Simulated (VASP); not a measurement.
# Y (P6_3/mmc) in VASP: notebook

Runs on Y. Level: PBE. Tasks: single point.

Everything below comes from runs of VASP 6.6.1. Logs are shortened: lines on timing, memory, paths and dates and some standing lists are left out, and cuts for length are marked.

### 1 The cell of the first run

Symmetry: P6_3/mmc, No. 194, hexagonal system. Conventional cell: a = 3.653 Å, b = 3.653 Å, c = 5.695 Å, α = 90.00°, β = 90.00°, γ = 120.00°. Within 4.7 Å of Y (site symmetry -6m2) lie 12 Y at 3.54 to 3.65 Å.

### 2 Single point, PBE

The input, INCAR:

```
PREC = Accurate
ENCUT = 520
EDIFF = 1E-6
ISMEAR = -1
SIGMA = 0.08
LREAL = F
LASPH = T
NELM = 80
ALGO = Normal
ISIF = 2
LWAVE = F
LCHARG = F
GGA = PE
NBANDS = 18
```

The input, KPOINTS:

```
regular mesh
0
Gamma
  14 14 8
```

The input, POSCAR:

```
Y
1.0
    3.6533625718      0.0000000000      0.0000000000
   -1.8266812859      3.1639047964      0.0000000000
    0.0000000000      0.0000000000      5.6947520381
Y
2
Direct
    0.3333333333      0.6666666667      0.2500000000
    0.6666666667      0.3333333333      0.7500000000
```

Potentials or basis: VASP PAW PBE potentials, release 64 (Y_sv).

The run is started by

```console
$ cat potpaw_PBE.64/Y_sv/POTCAR > POTCAR
$ mpirun -np 1 vasp_std > vasp.out
```

OUTCAR:

```text
PREC = Accurate
   ENCUT = 520
   EDIFF = 1E-6
   ISMEAR = -1
   LREAL = F
   LASPH = T
   NELM = 80
   ISIF = 2
   GGA = PE

 ion  position               nearest neighbor table
   1  0.333  0.667  0.250-   2 3.54   2 3.54   2 3.54   2 3.54   2 3.54   2 3.54
   2  0.667  0.333  0.750-   1 3.54   1 3.54   1 3.54   1 3.54   1 3.54   1 3.54

  LATTYP: Found a hexagonal cell.
 ALAT       =     3.6533625718
 C/A-ratio  =     1.5587700170

  Lattice vectors:

 A1 = (   3.6533625718,   0.0000000000,   0.0000000000)
 A2 = (  -1.8266812859,   3.1639047964,   0.0000000000)
 A3 = (   0.0000000000,   0.0000000000,   5.6947520381)

Analysis of symmetry for initial positions (statically):
=====================================================================
 Subroutine PRICEL returns:
 Original cell was already a primitive cell.

 Routine SETGRP: Setting up the symmetry group for a
 hexagonal supercell.

 Subroutine GETGRP returns: Found 24 space group operations
 (whereof 12 operations were pure point group operations)
 out of a pool of 24 trial point group operations.

The static configuration has the point symmetry D_3d.
 The point group associated with its full space group is D_6h.

Analysis of symmetry for dynamics (positions and initial velocities):
=====================================================================
 Subroutine PRICEL returns:
 Original cell was already a primitive cell.

 Routine SETGRP: Setting up the symmetry group for a
 hexagonal supercell.

 Subroutine GETGRP returns: Found 24 space group operations
 (whereof 12 operations were pure point group operations)
 out of a pool of 24 trial point group operations.

The dynamic configuration has the point symmetry D_3d.
 The point group associated with its full space group is D_6h.

 Subroutine INISYM returns: Found 24 space group operations
 (whereof 12 operations are pure point group operations),
 and found     1 'primitive' translations

----------------------------------------------------------------------------------------

                                     Primitive cell

  volume of cell :      65.8250

  direct lattice vectors                    reciprocal lattice vectors
     3.653362572  0.000000000  0.000000000     0.273720437  0.158032568  0.000000000
    -1.826681286  3.163904796  0.000000000     0.000000000  0.316065136  0.000000000
[... 77 lines left out ...]
   ISTART =      0    job   : 0-new  1-cont  2-samecut
   ICHARG =      2    charge: 1-file 2-atom 10-const
   ISPIN  =      1    spin polarized calculation?
   LNONCOLLINEAR =      F non collinear calculations
   LSORBIT =      F    spin-orbit coupling
   LASPH  =      T    aspherical Exc in radial PAW
   ENCUT  =  520.0 eV  38.22 Ry    6.18 a.u.   6.79  6.79 10.59*2*pi/ulx,y,z
   NELM   =     80;   NELMIN=  2; NELMDL= -5     # of ELM steps
   EDIFF  = 0.1E-05   stopping-criterion for ELM
   LREAL  =      F    real-space projection
   EDIFFG = 0.1E-04   stopping-criterion for IOM
   NSW    =      0    number of steps for IOM
   IBRION =     -1    ionic relax: 0-MD 1-quasi-New 2-CG
   NFREE  =      0    steps in history (QN), initial steepest desc. (CG)
   ISIF   =      2    stress and relaxation
   ISYM   =      2    0-nonsym 1-usesym 2-fastsym
   POTIM  = 0.5000    time-step for ionic-motion
   TEBEG  =    0.0;   TEEND  =   0.0 temperature during run
   PSTRESS=    0.0 pullay stress
   NELECT =      22.0000    total number of electrons
   NUPDOWN=      -1.0000    fix difference up-down
   EMIN   =  10.00;   EMAX   =-10.00  energy-range for DOS
   EFERMI =   0.00;   METHOD = LEGACY
   ISMEAR =    -1;   SIGMA  =   0.08  broadening in eV -4-tet -1-fermi 0-gaus
   EFERMI_NEDOS =   21; number of points for ismear=-14 and -15
   IALGO  =     38    algorithm
   IMIX   =      4    mixing-type and parameters
     AMIX     =   0.40;   BMIX     =  1.00
     AMIX_MAG =   1.60;   BMIX_MAG =  1.00
  volume/ion in A,a.u.               =      32.91       222.10
  Fermi-wavevector in a.u.,A,eV,Ry     =   1.136106  2.146928 17.561530  1.290736
  Thomas-Fermi vector in A             =   2.272811
   LORBIT       =      0    0 simple, 1 ext, 2 COOP (PROOUT), +10 PAW based schemes
   GGA     = PE    functional components
   LHFCALC =     F    Hartree Fock is set to
   AEXX    =    0.0000 exact exchange contribution
   IVDW    =     0    specifies the selected vdW correction
   LEPSILON=     F    determine dielectric tensor
   LRPA    =     F    only Hartree local field effects (RPA)
 non-spin polarized calculation
  energy-cutoff  :      520.00
  volume of cell :       65.83
 maximum number of plane-waves:      1794
 NGX is ok and might be reduce to    28
   NGX = 13   NGY = 13   NGZ = 21

 number of electron      22.0000000 magnetization

 Free energy of the ion-electron system (eV)
  ---------------------------------------------------
  ext. energy  EPLUGINS =         0.00000000
  ---------------------------------------------------
  free energy    TOTEN  =       -12.90728787 eV

  energy without entropy =      -12.82775006  energy(sigma->0) =      -12.86751896

 E-fermi :   2.9859     XC(G=0):  -9.4187

 val. band max:        2.9850653141   @ k =   0.2143   0.1429   0.0000
 cond. band min:       3.0013919955   @ k =   0.2143   0.0714   0.3750
 fundamental gap:      0.0163266815
 Fermi energy:         2.9859320186

 k-point     1 :       0.0000    0.0000    0.0000
  band No.  band energies     occupation
      1     -39.7037      2.00000
      2     -39.6293      2.00000
      3     -19.9811      2.00000
      4     -19.5080      2.00000
      5     -19.5080      2.00000
      6     -19.4165      2.00000
[... 481 lines left out ...]
      5     -19.7143      2.00000
      6     -19.6526      2.00000
[... 10 lines left out ...]
     17       7.7707      0.00000
     18       8.0859      0.00000

 [... further k-points ...]
[... 5 lines left out ...]
  --------------------------------------------------------------------------------------
  -------------------------------------------------------------------------------------
  Total       -0.0454364     -0.0454364     -0.0541256      0.0000000      0.0000000      0.0000000
  in kB       -1.1059200     -1.1059200     -1.3174149      0.0000000      0.0000000      0.0000000
  external PRESSURE =      -1.1764183 kB  Pullay stress =       0.0000000 kB

 VOLUME and BASIS-vectors are now :
 -----------------------------------------------------------------------------
  energy-cutoff  :      520.00
  volume of cell :       65.83
      direct lattice vectors                 reciprocal lattice vectors
     3.653362572  0.000000000  0.000000000     0.273720437  0.158032568  0.000000000
    -1.826681286  3.163904796  0.000000000     0.000000000  0.316065136  0.000000000
     0.000000000  0.000000000  5.694752038     0.000000000  0.000000000  0.175600271

 POSITION                                       TOTAL-FORCE (eV/Angst)
 -----------------------------------------------------------------------------------
     -0.00000      2.10927      1.42369         0.000000     -0.000000      0.000000
      1.82668      1.05463      4.27106        -0.000000      0.000000      0.000000
 -----------------------------------------------------------------------------------
    total drift:                                0.000000     -0.000000      0.000000

  FREE ENERGIE OF THE ION-ELECTRON SYSTEM (eV)
  ---------------------------------------------------
  free  energy   TOTEN  =       -12.9072878699 eV

  energy  without entropy=      -12.8277500591  energy(sigma->0) =      -12.86751896
```

OSZICAR:

```text
N       E                     dE             d eps       ncg     rms          rms(c)
DAV:   1     0.899846748576E+02    0.89985E+02   -0.11309E+04  4328   0.116E+03
DAV:   2    -0.560315187763E+01   -0.95588E+02   -0.94008E+02  5382   0.261E+02
DAV:   3    -0.130879165743E+02   -0.74848E+01   -0.74138E+01  7576   0.437E+01
DAV:   4    -0.132993104499E+02   -0.21139E+00   -0.21118E+00  5318   0.738E+00
DAV:   5    -0.133044384548E+02   -0.51280E-02   -0.51258E-02  6242   0.898E-01    0.329E+01
DAV:   6    -0.129737014247E+02    0.33074E+00   -0.42863E-01  4748   0.397E+00    0.204E+01
DAV:   7    -0.129188387147E+02    0.54863E-01   -0.84409E-01  5612   0.514E+00    0.183E+00
DAV:   8    -0.129082173355E+02    0.10621E-01   -0.16421E-01  5326   0.227E+00    0.133E+00
DAV:   9    -0.129071821734E+02    0.10352E-02   -0.41187E-03  5948   0.392E-01    0.441E-01
DAV:  10    -0.129073691985E+02   -0.18703E-03   -0.19795E-03  4656   0.391E-01    0.374E-01
DAV:  11    -0.129072929785E+02    0.76220E-04   -0.14593E-04  5458   0.103E-01    0.645E-02
DAV:  12    -0.129072861660E+02    0.68125E-05   -0.30074E-05  4742   0.460E-02    0.126E-02
DAV:  13    -0.129072877364E+02   -0.15705E-05   -0.37865E-06  5010   0.154E-02    0.317E-03
DAV:  14    -0.129072878699E+02   -0.13348E-06   -0.11569E-07  2592   0.282E-03
   1 F= -.12907288E+02 E0= -.12867519E+02  d E =-.795378E-01
```

Run time: 57 s. Hardware: 1 thread of Intel Xeon 6975P-C (Granite Rapids), shared host; peak memory 0.27 GiB.

What came out:

| Item | Value |
| --- | --- |
| Free energy | -12.9073 eV |
| Pressure | -0.1 GPa |
| Band gap on the k mesh | zero (bands 11 and 12 overlap by 1.46 eV) |

### 3 Single point, PBE (z stretched by -2 % at fixed volume)

The input, INCAR:

```
SYSTEM = Y
  PREC = Accurate
  ENCUT = 520
  EDIFF = 1E-7
  ISMEAR = -1
  SIGMA = 0.08
  LREAL = .FALSE.
  LASPH = .TRUE.
  NELM = 80
  ALGO = Normal
  ISIF = 2
  LWAVE = .FALSE.
  LCHARG = .TRUE.
  GGA = PE
  LELF = .TRUE.
  LVHAR = .TRUE.
  NBANDS = 18
```

The input, KPOINTS:

```
Automatic mesh
0
G
  14 14 8
  0 0 0
```

The input, POSCAR:

```
Y
1.0
    3.6904534982      0.0000000000      0.0000000000
   -1.8452267491      3.1960264809      0.0000000000
    0.0000000000      0.0000000000      5.5808569973
Y
2
Direct
    0.3333333333      0.6666666667      0.2500000000
    0.6666666667      0.3333333333      0.7500000000
```

Potentials or basis: VASP PAW PBE potentials, release 64 (Y_sv).

The run is started by

```console
$ cat potpaw_PBE.64/Y_sv/POTCAR > POTCAR
$ mpirun -np 1 vasp_std > vasp.out
```

Run time: 56 s. Hardware: 1 thread of Intel Xeon 6975P-C (Granite Rapids), shared host; peak memory 0.27 GiB.

It converged, with:

```
Free energy            : -12.9002 eV
Pressure               : -0.1 GPa
Band gap on the k mesh : zero (bands 11 and 12 overlap by 1.65 eV)
```

Stress tensor (GPa, compression positive):
```
-0.69  0.00  0.00
 0.00 -0.69  0.00
 0.00  0.00  1.05
```

Levels at points of the mesh, in eV from the Fermi level:
```csv
k point,band 9,band 10,band 11,band 12,band 13,band 14
"(0.00, 0.00, 0.00)",-4.66,-1.79,1.14,1.70,1.70,2.31
"(0.50, 0.00, 0.00)",-1.69,-1.17,-0.74,-0.19,1.32,1.56
"(0.00, 0.00, 0.50)",-3.16,-3.16,1.11,1.11,1.57,1.57
"(0.50, 0.00, 0.50)",-1.62,-1.62,0.14,0.14,1.40,1.40
```
